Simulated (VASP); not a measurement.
**GaAs: single point with r2SCAN**

The system is GaAs.

```
Ga As
1.0
     0.00000    2.83309    2.79965
     2.83309    0.00000    2.79965
     2.83309    2.83309    0.00000
Ga As
1 1
Direct
  0.00000 0.00000 0.00000
  0.25000 0.25000 0.25000
```

This cell differs from its parent crystal: uniaxial z strain -1.2%.

```json
{
 "Program": "VASP 6.6.1",
 "Task": "single point",
 "Functional": "r2SCAN",
 "Potentials or basis": "VASP PAW PBE potentials, release 64 (Ga_d, As)",
 "Cutoff": "520 eV",
 "k mesh": "8 × 8 × 8",
 "Occupations": "gaussian, width 0.01 eV",
 "Spin": "no spin polarisation",
 "Dipole correction": "no",
 "Further INCAR settings": "ALGO = Normal; EDIFF = 1e-07; NBANDS = 16"
}
```

The pressure is 1.0 GPa and the band gap on the k mesh is 0.99 eV, direct.

Stress tensor (GPa, compression positive):
```
0.75 0.00 0.00
0.00 0.75 0.00
0.00 0.00 1.54
```

Levels at points of the mesh, in eV from the valence-band top:
```
           k point  band 5  band 6  band 7  band 8  band 9  band 10  band 11  band 12  band 13  band 14
(0.00, 0.00, 0.00)  -15.20  -13.30   -0.07   -0.07    0.00     0.99     3.97     4.01     4.01     8.22
(0.50, 0.00, 0.00)  -15.20  -11.43   -6.89   -1.29   -1.19     1.33     4.90     4.99     8.25    11.13
(0.50, 0.50, 0.00)  -15.19  -10.61   -7.02   -2.90   -2.90     1.65     1.82    10.86    10.86    11.82
(0.50, 0.00, 0.50)  -15.19  -10.66   -7.09   -2.82   -2.81     1.73     1.94    10.82    10.89    11.72
```

Wall time 5.6 min on 1 thread of Intel(R) Xeon(R) Platinum 8259CL CPU @ 2.50GHz (Skylake/Cascade Lake), with other jobs on the host, peak memory 0.19 GiB.

Caveat: the cell differs from its parent crystal (uniaxial z strain -1.2%); the PAW data sets were made with another functional, which shifts forces and pressure a little. A k mesh can miss the band edges.
